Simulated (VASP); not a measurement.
Input of a VASP 6.6.1 run:

The input INCAR:

```
SYSTEM = Ti
ALGO = Normal
EDIFF = 1E-7
EDIFFG = -0.01
ENCUT = 500
GGA = PS
GGA_COMPAT = .FALSE.
IBRION = 2
ISIF = 3
ISMEAR = -1
LASPH = .TRUE.
LCHARG = .FALSE.
LREAL = .FALSE.
LWAVE = .FALSE.
NELM = 120
NELMIN = 4
NSW = 80
PREC = Accurate
SIGMA = 0.15
```

The input KPOINTS:

```
k-points
0
G
  12 12 12
  0 0 0
```

File POSCAR:

```
Ti
1.0
   -1.6410000000      1.6410000000      1.6410000000
    1.6410000000     -1.6410000000      1.6410000000
    1.6410000000      1.6410000000     -1.6410000000
Ti
1
Direct
    0.0000000000      0.0000000000      0.0000000000
```

Potentials or basis: VASP PAW PBE potentials, release 64 (Ti_sv).

Command:

```console
$ cat potpaw_PBE.64/Ti_sv/POTCAR > POTCAR
$ mpirun -np 1 vasp_std > vasp.out
```

**Question.** Estimate the relaxed volume.

**Answer.** 16.64 Å³/atom.

**Question.** Predict the space group after relaxing (to 0.1 Å).

**Answer.** Im-3m (No. 229).

**Question.** Estimate the band gap on the k mesh.

**Answer.** Zero (bands 6 and 7 overlap by 1.65 eV).

**Question.** Estimate the relaxed cell.

**Answer.** a = 2.786 Å, b = 2.786 Å, c = 2.786 Å, α = 109.47°, β = 109.47°, γ = 109.47°.

Step by step:
```tsv
step	energy change (eV)	largest force (eV/Å)	pressure (GPa)	volume (Å³)
1	0.0000	0.0000	-6.03	17.68
2	-0.0124	0.0000	4.33	16.03
3	-0.0204	0.0000	-0.01	16.64
```

Caveat: the PAW data sets were made with another functional, which shifts forces and pressure a little.
